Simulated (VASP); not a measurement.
# CdTe: dielectric tensor with LDA

Crystal: CdTe.

```xyz
2
Lattice="0.0000 3.2050 3.2050 3.2050 0.0000 3.2050 3.2050 3.2050 0.0000" Properties=species:S:1:pos:R:3 pbc="T T T"
Te    4.8075    4.8075    4.8075
Cd    0.0000    0.0000    0.0000
```

```json
{
 "Program": "VASP 6.6.1",
 "Task": "dielectric tensor",
 "Functional": "LDA",
 "Potentials or basis": "VASP PAW LDA potentials, release 64 (Te, Cd)",
 "Cutoff": "520 eV",
 "k mesh": "7 × 7 × 7",
 "Occupations": "gaussian, width 0.01 eV",
 "Spin": "no spin polarisation",
 "Dipole correction": "no",
 "Further INCAR settings": "ALGO = Normal; EDIFF = 1e-08"
}
```

| Property | Result |
| --- | --- |
| Band gap on the k mesh | 0.65 eV |
| Electronic dielectric tensor (diagonal) | 14.21 |
| Born charges (mean of the diagonal) | Te -2.30; Cd +2.30 e |

Levels at points of the mesh, in eV from the valence-band top:
```tsv
k point	band 5	band 6	band 7	band 8	band 9	band 10	band 11	band 12	band 13
(0.00, 0.00, 0.00)	-8.12	-8.12	0.00	0.00	0.00	0.65	4.48	4.48	4.48
```

Electronic dielectric tensor:
```
14.21  0.00  0.00
 0.00 14.21  0.00
 0.00  0.00 14.21
```

Born effective charge tensors (e):
atom 1, Te
```
-2.30  0.00  0.00
 0.00 -2.30  0.00
 0.00  0.00 -2.30
```
atom 2, Cd
```
2.30 0.00 0.00
0.00 2.30 0.00
0.00 0.00 2.30
```

It took 6.2 min on 1 thread of Intel(R) Xeon(R) Platinum 8259CL CPU @ 2.50GHz (Skylake/Cascade Lake) (shared host), peak memory 0.3 GiB.

Caveat: the gap is small at this level, which inflates the dielectric constant; spin-orbit coupling is left out, which moves the levels of the heavy elements. Expect the measured gap to be larger: semilocal functionals such as LDA lack the derivative discontinuity.
